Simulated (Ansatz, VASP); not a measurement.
**TiMoSe4 in VASP and in Ansatz**

File INCAR:

```
SYSTEM = TiMoSe4
ALGO     = Normal         ! electronic algorithm
EDIFF    = 1E-6           ! SCF threshold, eV
EDIFFG   = -0.08          ! ionic threshold
ENCUT    = 600            ! plane-wave cutoff, eV
GGA      = PE             ! functional
IBRION   = 2              ! ionic algorithm
ISIF     = 3              ! what is computed and relaxed
ISMEAR   = 0              ! smearing method
ISPIN    = 2              ! spin polarisation
LASPH    = .TRUE.         ! aspherical terms in the spheres
LCHARG   = .FALSE.        ! write CHGCAR
LMAXMIX  = 4              ! l up to which the mixer works
LORBIT   = 11             ! projections on sites
LREAL    = .FALSE.        ! projectors in reciprocal space
LWAVE    = .FALSE.        ! write WAVECAR
MAGMOM   = 1 1 0 0 0 0    ! initial moments
NELM     = 150            ! most SCF steps
NSW      = 36             ! ionic steps
PREC     = Accurate       ! precision mode
SIGMA    = 0.15           ! smearing width, eV
```

KPOINTS

```
k-points
0
G
  4 4 1
  0 0 0
```

POSCAR

```
TiMoSe4
1.0
    3.3866700000      0.0000000000      0.0000000000
   -1.6933350000      2.9329422500      0.0000000000
    0.0000000000      0.0000000000     13.4220571400
Ti Mo Se
1 1 4
Direct
    0.0000000000      0.0000000000      0.5000000000
    0.6666666700      0.3333333300      0.0000000000
    0.6666666700      0.3333333300      0.6276410200
    0.0000000000      0.0000000000      0.8771510100
    0.0000000000      0.0000000000      0.1228489900
    0.6666666700      0.3333333300      0.3723589800
```

Input for Ansatz:

```yaml
crystal:
  lattice:
    - [3.38667, 0.0, 0.0]
    - [-1.693335, 2.93294225, 0.0]
    - [0.0, 0.0, 13.42205714]
  atoms:
    - { symbol: Ti, position: [0.0, 0.0, 0.5], spin: 1.0 }
    - { symbol: Mo, position: [0.66666667, 0.33333333, 0.0], spin: 1.0 }
    - { symbol: Se, position: [0.66666667, 0.33333333, 0.62764102] }
    - { symbol: Se, position: [0.0, 0.0, 0.87715101] }
    - { symbol: Se, position: [0.0, 0.0, 0.12284899] }
    - { symbol: Se, position: [0.66666667, 0.33333333, 0.37235898] }
basis:
  ecutwfc: 420
kpoints:
  mp_grid: { grid: [4, 4, 1] }
hamiltonian:
  xc: pbe
scf:
  occupations: { method: gaussian, width: 0.15 }
  lower_state_search: "off"
output:
  forces: true
  stress: true
  eigenvalues: true
  populations: true
magnetization:
  spin_polarized: true
relax:
  adjacent_minimum: "off"
  f_tol: 0.08
  max_steps: 16
  cell: { stress_tol: 0.8 }
```

Change from the starting cell: species swapped into the NbWSe4 type (P-6m2, No. 187).

Alike in both runs: task relaxation of cell and atoms; functional PBE; k mesh 4 × 4 × 1; occupations gaussian, width 0.15 eV; collinear spin.

|  | VASP | Ansatz |
| --- | --- | --- |
| version | VASP 6.6.1 | Ansatz 0.2.0 |
| potentials or method | VASP PAW PBE potentials, release 64 (Ti_sv, Mo_sv, Se), cutoff 600 eV | scalar-relativistic, plane waves, PAW |
| valence electrons in the cell | 50 | 90 |

Ansatz gave:

| Quantity | Value |
| --- | --- |
| gap on the k mesh at the Fermi level, each at its own relaxed structure (eV) | 0.26 |
| net moment per atom (μB) | 0.00 |
| relaxed volume (Å³/atom) | 24.08 |
| relaxed cell length with the largest relative difference (Å) | 14.352 |

Question: Estimate VASP's values.

Answer: gap on the k mesh at the Fermi level, each at its own relaxed structure (eV): 0.25; net moment per atom (μB): 0.00; relaxed volume (Å³/atom): 23.36; relaxed cell length with the largest relative difference (Å): 13.941.

VASP's potentials hold 50 valence electrons a cell and Ansatz's 90, so a difference there can come from the potentials and not from the codes. Ansatz's warnings: seeded moment not kept.

The k mesh is coarse, so the values compare programs but aren't converged.
